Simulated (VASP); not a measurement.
# TiNi (P4/mmm) in VASP: notebook

Runs on TiNi. Level: PBEsol. Tasks: single point.

Program: VASP 6.6.1. These are calculated values, not measurements. Logs are shortened: lines on timing, memory, paths and dates and some standing lists are left out, and cuts for length are marked.

### Step 1. The cell of the first run

The structure is tetragonal, space group P4/mmm (No. 123). Conventional cell: a = 2.888 Å, b = 2.888 Å, c = 3.214 Å, α = 90.00°, β = 90.00°, γ = 90.00°. Ti (site symmetry 4/mmm) has 8 Ni at 2.60 Å and 6 Ti at 2.89 to 3.21 Å within 3.4 Å. Within 3.4 Å of Ni (site symmetry 4/mmm) lie 8 Ti at 2.60 Å and 6 Ni at 2.89 to 3.21 Å.

### Step 2. Single point, PBEsol

INCAR reads:

```
PREC     = Accurate       # precision mode
ENCUT    = 520            # plane-wave cutoff, eV
EDIFF    = 1E-6           # SCF threshold, eV
ISMEAR   = 0              # smearing method
SIGMA    = 0.15           # smearing width, eV
LREAL    = False          # projectors in reciprocal space
LASPH    = True           # aspherical terms in the spheres
NELM     = 80             # most SCF steps
ALGO     = Fast           # electronic algorithm
ISIF     = 2              # what is computed and relaxed
LWAVE    = False          # write WAVECAR
LCHARG   = False          # write CHGCAR
GGA      = PS             # functional
NBANDS   = 18             # bands
```

KPOINTS reads:

```
regular mesh
0
Gamma
  20 20 14
```

POSCAR reads:

```
TiNi
1.0
    2.8880974708      0.0000000000      0.0000000000
    0.0000000000      2.8880974708      0.0000000000
    0.0000000000      0.0000000000      3.2136604823
Ti Ni
1 1
Direct
    0.5000000000      0.5000000000      0.5000000000
    0.0000000000      0.0000000000      0.0000000000
```

Potentials or basis: VASP PAW PBE potentials, release 64 (Ti_sv, Ni).

On the command line:

```console
$ cat potpaw_PBE.64/Ti_sv/POTCAR potpaw_PBE.64/Ni/POTCAR > POTCAR
$ mpirun -np 1 vasp_std > vasp.out
```

OUTCAR:

```text
PREC = Accurate
   ENCUT = 520
   EDIFF = 1E-6
   ISMEAR = 0
   LREAL = False
   LASPH = True
   NELM = 80
   ISIF = 2
   GGA = PS

 ion  position               nearest neighbor table
   1  0.500  0.500  0.500-   2 2.60   2 2.60   2 2.60   2 2.60   2 2.60   2 2.60   2 2.60   2 2.60

   2  0.000  0.000  0.000-   1 2.60   1 2.60   1 2.60   1 2.60   1 2.60   1 2.60   1 2.60   1 2.60

  LATTYP: Found a simple tetragonal cell.
 ALAT       =     2.8880974708
 C/A-ratio  =     1.1127257701

  Lattice vectors:

 A1 = (   2.8880974708,   0.0000000000,   0.0000000000)
 A2 = (   0.0000000000,   2.8880974708,   0.0000000000)
 A3 = (   0.0000000000,   0.0000000000,   3.2136604823)

Analysis of symmetry for initial positions (statically):
=====================================================================
 Subroutine PRICEL returns:
 Original cell was already a primitive cell.

 Routine SETGRP: Setting up the symmetry group for a
 simple tetragonal supercell.

 Subroutine GETGRP returns: Found 16 space group operations
 (whereof 16 operations were pure point group operations)
 out of a pool of 16 trial point group operations.

The static configuration has the point symmetry D_4h.

Analysis of symmetry for dynamics (positions and initial velocities):
=====================================================================
 Subroutine PRICEL returns:
 Original cell was already a primitive cell.

 Routine SETGRP: Setting up the symmetry group for a
 simple tetragonal supercell.

 Subroutine GETGRP returns: Found 16 space group operations
 (whereof 16 operations were pure point group operations)
 out of a pool of 16 trial point group operations.

The dynamic configuration has the point symmetry D_4h.

 Subroutine INISYM returns: Found 16 space group operations
 (whereof 16 operations are pure point group operations),
 and found     1 'primitive' translations

----------------------------------------------------------------------------------------

                                     Primitive cell

  volume of cell :      26.8055

  direct lattice vectors                    reciprocal lattice vectors
     2.888097471  0.000000000  0.000000000     0.346248702  0.000000000  0.000000000
     0.000000000  2.888097471  0.000000000     0.000000000  0.346248702  0.000000000
     0.000000000  0.000000000  3.213660482     0.000000000  0.000000000  0.311171639

  length of vectors
[... 74 lines left out ...]
   ISTART =      0    job   : 0-new  1-cont  2-samecut
   ICHARG =      2    charge: 1-file 2-atom 10-const
   ISPIN  =      1    spin polarized calculation?
   LNONCOLLINEAR =      F non collinear calculations
   LSORBIT =      F    spin-orbit coupling
   LASPH  =      T    aspherical Exc in radial PAW
   ENCUT  =  520.0 eV  38.22 Ry    6.18 a.u.   5.37  5.37  5.98*2*pi/ulx,y,z
   NELM   =     80;   NELMIN=  2; NELMDL= -5     # of ELM steps
   EDIFF  = 0.1E-05   stopping-criterion for ELM
   LREAL  =      F    real-space projection
   EDIFFG = 0.1E-04   stopping-criterion for IOM
   NSW    =      0    number of steps for IOM
   IBRION =     -1    ionic relax: 0-MD 1-quasi-New 2-CG
   NFREE  =      0    steps in history (QN), initial steepest desc. (CG)
   ISIF   =      2    stress and relaxation
   ISYM   =      2    0-nonsym 1-usesym 2-fastsym
   POTIM  = 0.5000    time-step for ionic-motion
   TEBEG  =    0.0;   TEEND  =   0.0 temperature during run
   PSTRESS=    0.0 pullay stress
   NELECT =      22.0000    total number of electrons
   NUPDOWN=      -1.0000    fix difference up-down
   EMIN   =  10.00;   EMAX   =-10.00  energy-range for DOS
   EFERMI =   0.00;   METHOD = LEGACY
   ISMEAR =     0;   SIGMA  =   0.15  broadening in eV -4-tet -1-fermi 0-gaus
   EFERMI_NEDOS =   21; number of points for ismear=-14 and -15
   IALGO  =     68    algorithm
   IMIX   =      4    mixing-type and parameters
     AMIX     =   0.40;   BMIX     =  1.00
     AMIX_MAG =   1.60;   BMIX_MAG =  1.00
  volume/ion in A,a.u.               =      13.40        90.45
  Fermi-wavevector in a.u.,A,eV,Ry     =   1.532761  2.896499 31.964941  2.349357
  Thomas-Fermi vector in A             =   2.639922
   LORBIT       =      0    0 simple, 1 ext, 2 COOP (PROOUT), +10 PAW based schemes
   GGA     = PS    functional components
   LHFCALC =     F    Hartree Fock is set to
   AEXX    =    0.0000 exact exchange contribution
   IVDW    =     0    specifies the selected vdW correction
   LEPSILON=     F    determine dielectric tensor
   LRPA    =     F    only Hartree local field effects (RPA)
 non-spin polarized calculation
 RMM-DIIS sequential band-by-band and
 Gauss-broadening in eV      SIGMA  =   0.15
  energy-cutoff  :      520.00
  volume of cell :       26.81
 maximum number of plane-waves:       740
 NGX is ok and might be reduce to    24

 number of electron      22.0000007 magnetization

 Free energy of the ion-electron system (eV)
  ---------------------------------------------------
  ext. energy  EPLUGINS =         0.00000000
  ---------------------------------------------------
  free energy    TOTEN  =       -15.19499771 eV

  energy without entropy =      -15.16228636  energy(sigma->0) =      -15.17864203

 E-fermi :   9.3726     XC(G=0): -12.6353

 val. band max:        9.3717397007   @ k =   0.2000   0.0500   0.3571
 cond. band min:       9.3737146437   @ k =   0.1500   0.1500   0.5000
 fundamental gap:      0.0019749429
 Fermi energy:         9.3725699097

 k-point     1 :       0.0000    0.0000    0.0000
  band No.  band energies     occupation
      1     -47.5038      2.00000
      2     -23.7899      2.00000
      3     -23.6347      2.00000
      4     -23.6347      2.00000
      5       1.5941      2.00000
      6       5.4299      2.00000
[... 481 lines left out ...]
      5       2.6006      2.00000
      6       5.8432      2.00000
[... 10 lines left out ...]
     17      18.1882      0.00000
     18      19.6278      0.00000

 [... further k-points ...]
[... 5 lines left out ...]
  --------------------------------------------------------------------------------------
  -------------------------------------------------------------------------------------
  Total       -0.5945502     -0.5945502     -0.9983403      0.0000000      0.0000000      0.0000000
  in kB      -35.5365647    -35.5365647    -59.6712983      0.0000000      0.0000000      0.0000000
  external PRESSURE =     -43.5814759 kB  Pullay stress =       0.0000000 kB

 VOLUME and BASIS-vectors are now :
 -----------------------------------------------------------------------------
  energy-cutoff  :      520.00
  volume of cell :       26.81
      direct lattice vectors                 reciprocal lattice vectors
     2.888097471  0.000000000  0.000000000     0.346248702  0.000000000  0.000000000
     0.000000000  2.888097471  0.000000000     0.000000000  0.346248702  0.000000000
     0.000000000  0.000000000  3.213660482     0.000000000  0.000000000  0.311171639

 POSITION                                       TOTAL-FORCE (eV/Angst)
 -----------------------------------------------------------------------------------
      1.44405      1.44405      1.60683         0.000000      0.000000      0.000000
      0.00000      0.00000      0.00000         0.000000      0.000000      0.000000
 -----------------------------------------------------------------------------------
    total drift:                                0.000000      0.000000     -0.000000

  FREE ENERGIE OF THE ION-ELECTRON SYSTEM (eV)
  ---------------------------------------------------
  free  energy   TOTEN  =       -15.1949977110 eV

  energy  without entropy=      -15.1622863566  energy(sigma->0) =      -15.17864203
```

It took 4.8 min on 1 thread of AMD EPYC 9R45 (Zen 5), shared host; peak memory 0.33 GiB.

Results:

- Free energy: -15.1950 eV
- Pressure: -4.4 GPa
- Band gap on the k mesh: zero (band 11 reaches 10.45 eV, above the bottom of band 12 at 8.28 eV)

Stress tensor (GPa, compression positive):
```
-3.55  0.00  0.00
 0.00 -3.55  0.00
 0.00  0.00 -5.97
```

Caveat: the PAW data sets were made with another functional, which shifts forces and pressure a little. Spin polarisation is off, so any magnetic state and its effect on volume and gap are missing.

### Step 3. Single point, PBEsol

This run uses another cell than the first one, of the same volume but with other edges.

INCAR reads:

```
PREC = Accurate
ENCUT = 520
EDIFF = 1E-6
ISMEAR = 0
SIGMA = 0.15
LREAL = False
LASPH = True
NELM = 60
ALGO = Fast
ISIF = 2
LWAVE = False
LCHARG = True
GGA = PS
LELF = True
LVHAR = True
NBANDS = 18
```

KPOINTS reads:

```
Automatic mesh
0
Gamma
  20 20 14
```

POSCAR reads:

```
TiNi
1.0
    2.5744891909      0.0000000000      0.0000000000
    0.0000000000      2.5744891909      0.0000000000
    0.0000000000      0.0000000000      4.0442830130
Ti Ni
1 1
Direct
    0.5000000000      0.5000000000      0.5000000000
    0.0000000000      0.0000000000      0.0000000000
```

Potentials or basis: VASP PAW PBE potentials, release 64 (Ti_sv, Ni).

On the command line:

```console
$ cat potpaw_PBE.64/Ti_sv/POTCAR potpaw_PBE.64/Ni/POTCAR > POTCAR
$ mpirun -np 1 vasp_std > vasp.out
```

Wall time 5 min (1 thread of AMD EPYC 9R45 (Zen 5), shared host); peak memory 0.33 GiB.

The run converged. Its results:

```
Free energy            : -14.9636 eV
Pressure               : -7.3 GPa
Band gap on the k mesh : zero (band 11 reaches 10.80 eV, above the bottom of band 12 at 8.26 eV)
```

Stress tensor (GPa, compression positive):
```
 -0.75   0.00   0.00
  0.00  -0.75   0.00
  0.00   0.00 -20.26
```

Levels at points of the mesh, in eV from the Fermi level:
| k point | band 7 | band 8 | band 9 | band 10 | band 11 | band 12 | band 13 | band 14 | band 15 | band 16 |
| --- | --- | --- | --- | --- | --- | --- | --- | --- | --- | --- |
| (0.00, 0.00, 0.00) | -2.96 | -1.28 | -1.28 | -0.79 | -0.53 | 0.10 | 1.67 | 3.35 | 3.35 | 4.20 |
| (0.50, 0.00, 0.00) | -2.37 | -2.15 | -1.35 | -1.19 | -0.98 | -0.29 | 1.36 | 2.17 | 3.34 | 6.11 |
| (0.50, 0.50, 0.00) | -3.02 | -3.02 | -0.08 | 0.19 | 1.89 | 1.89 | 3.05 | 3.68 | 3.68 | 5.42 |
| (0.00, 0.00, 0.50) | -2.65 | -1.86 | -1.18 | -1.10 | -1.10 | -0.52 | 0.64 | 2.83 | 2.83 | 4.17 |
| (0.50, 0.00, 0.50) | -2.04 | -1.31 | -1.16 | -0.20 | 0.19 | 0.40 | 1.06 | 2.47 | 3.24 | 3.50 |
| (0.50, 0.50, 0.50) | -2.20 | -2.20 | -1.29 | -0.80 | -0.80 | -0.08 | 2.76 | 5.42 | 8.39 | 8.55 |

Caveat: the PAW data sets were made with another functional, which shifts forces and pressure a little. Spin polarisation is off, so any magnetic state and its effect on volume and gap are missing.

### Step 4. Single point, PBEsol

This run uses another cell than the first one, of the same volume but with other edges.

INCAR reads:

```
  PREC = Accurate
  ENCUT = 520
  EDIFF = 1E-6
  ISMEAR = 0
  SIGMA = 0.15
  LREAL = F
  LASPH = T
  NELM = 80
  ALGO = Fast
  ISIF = 2
  LWAVE = F
  LCHARG = T
  GGA = PS
  LELF = T
  LVHAR = T
  NBANDS = 18
```

KPOINTS reads:

```
regular mesh
0
Gamma
  20 20 14
```

POSCAR reads:

```
TiNi
1.0
    2.8129081131      0.0000000000      0.0000000000
    0.0000000000      2.8129081131      0.0000000000
    0.0000000000      0.0000000000      3.3877596690
Ti Ni
1 1
Direct
    0.5000000000      0.5000000000      0.5000000000
    0.0000000000      0.0000000000      0.0000000000
```

On the command line:

```console
$ cat potpaw_PBE.64/Ti_sv/POTCAR potpaw_PBE.64/Ni/POTCAR > POTCAR
$ mpirun -np 1 vasp_std > vasp.out
```

It took 6.1 min on 1 thread of AMD EPYC 9R45 (Zen 5), shared host; peak memory 0.34 GiB.

The run converged. Its results:

| Quantity | Value |
| --- | --- |
| Free energy | -15.1766 eV |
| Pressure | -5.2 GPa |
| Band gap on the k mesh | zero (band 11 reaches 10.89 eV, above the bottom of band 12 at 8.30 eV) |

Stress tensor (GPa, compression positive):
```
-4.63  0.00  0.00
 0.00 -4.63  0.00
 0.00  0.00 -6.37
```

Levels at points of the mesh, in eV from the Fermi level:
```tsv
k point	band 9	band 10	band 11	band 12	band 13	band 14
(0.00, 0.00, 0.00)	-1.98	-1.45	-0.06	0.73	2.76	2.76
(0.50, 0.00, 0.00)	-1.84	-1.61	-0.48	-0.38	0.04	1.26
(0.50, 0.50, 0.00)	-0.94	-0.10	1.59	1.59	1.98	2.19
(0.00, 0.00, 0.50)	-1.79	-1.40	-1.35	-0.99	1.51	1.51
(0.50, 0.00, 0.50)	-1.69	-0.52	0.05	0.40	0.50	2.27
(0.50, 0.50, 0.50)	-1.72	-1.72	-1.42	-0.93	2.81	3.89
```

Caveat: the PAW data sets were made with another functional, which shifts forces and pressure a little. Spin polarisation is off, so any magnetic state and its effect on volume and gap are missing.

### Step 5. Single point, PBEsol

This run uses another cell than the first one, of the same volume but with other edges.

INCAR reads:

```
PREC     = Accurate       # precision mode
ENCUT    = 520            # plane-wave cutoff, eV
EDIFF    = 1E-6           # SCF threshold, eV
ISMEAR   = 0              # smearing method
SIGMA    = 0.15           # smearing width, eV
LREAL    = False          # projectors in reciprocal space
LASPH    = True           # aspherical terms in the spheres
NELM     = 100            # most SCF steps
ALGO     = Fast           # electronic algorithm
ISIF     = 2              # what is computed and relaxed
LWAVE    = False          # write WAVECAR
LCHARG   = False          # write CHGCAR
GGA      = PS             # functional
NBANDS   = 18             # bands
```

KPOINTS is that of step 4.

POSCAR reads:

```
TiNi
1.0
    2.6502525420      0.0000000000      0.0000000000
    0.0000000000      2.6502525420      0.0000000000
    0.0000000000      0.0000000000      3.8163585068
Ti Ni
1 1
Direct
    0.5000000000      0.5000000000      0.5000000000
    0.0000000000      0.0000000000      0.0000000000
```

On the command line:

```console
$ cat potpaw_PBE.64/Ti_sv/POTCAR potpaw_PBE.64/Ni/POTCAR > POTCAR
$ mpirun -np 1 vasp_std > vasp.out
```

It took 4.6 min on 1 thread of AMD EPYC 9R45 (Zen 5), shared host; peak memory 0.33 GiB.

The run converged. Its results:

* Free energy: -15.1032 eV
* Pressure: -7.3 GPa
* Band gap on the k mesh: zero (band 11 reaches 11.08 eV, above the bottom of band 12 at 8.16 eV)

Stress tensor (GPa, compression positive):
```
 -4.05   0.00   0.00
  0.00  -4.05   0.00
  0.00   0.00 -13.65
```

Levels at points of the mesh, in eV from the Fermi level:
```
           k point  band 7  band 8  band 9  band 10  band 11  band 12  band 13  band 14  band 15  band 16
(0.00, 0.00, 0.00)   -3.16   -1.59   -1.59    -0.86    -0.55     0.41     2.63     3.14     3.14     3.79
(0.50, 0.00, 0.00)   -2.44   -2.34   -1.44    -1.25    -1.09    -0.32     0.88     1.90     2.99     5.68
(0.50, 0.50, 0.00)   -3.19   -3.19   -0.43     0.19     2.04     2.04     2.77     2.95     2.95     4.88
(0.00, 0.00, 0.50)   -2.74   -1.79   -1.37    -1.37    -1.10    -0.84     1.17     2.41     2.41     3.74
(0.50, 0.00, 0.50)   -2.00   -1.63   -1.53    -0.03     0.08     0.08     0.83     2.38     3.17     3.22
(0.50, 0.50, 0.50)   -2.37   -2.37   -1.41    -1.11    -1.11    -0.43     2.71     4.88     7.73     8.69
```

Caveat: the PAW data sets were made with another functional, which shifts forces and pressure a little. Spin polarisation is off, so any magnetic state and its effect on volume and gap are missing.

### Step 6. Overview

```tsv
cell	gap on the mesh (eV)	pressure (GPa)
a = 2.888, b = 2.888, c = 3.214 Å, 2 atoms	none	-4.4
a = 2.574, b = 2.574, c = 4.044 Å, 2 atoms	none	-7.3
a = 2.813, b = 2.813, c = 3.388 Å, 2 atoms	none	-5.2
a = 2.650, b = 2.650, c = 3.816 Å, 2 atoms	none	-7.3
```

Alike in all rows: task single point; level PBEsol; potentials or basis VASP PAW PBE potentials, release 64 (Ti_sv, Ni); no spin polarisation; k mesh 20 × 20 × 14; cutoff (eV) 520; smearing gaussian 0.15 eV.

Caveats: the PAW data sets were made with another functional, which shifts forces and pressure a little.

Total energies depend on the potentials used, so only differences within one code and one set of settings carry meaning.
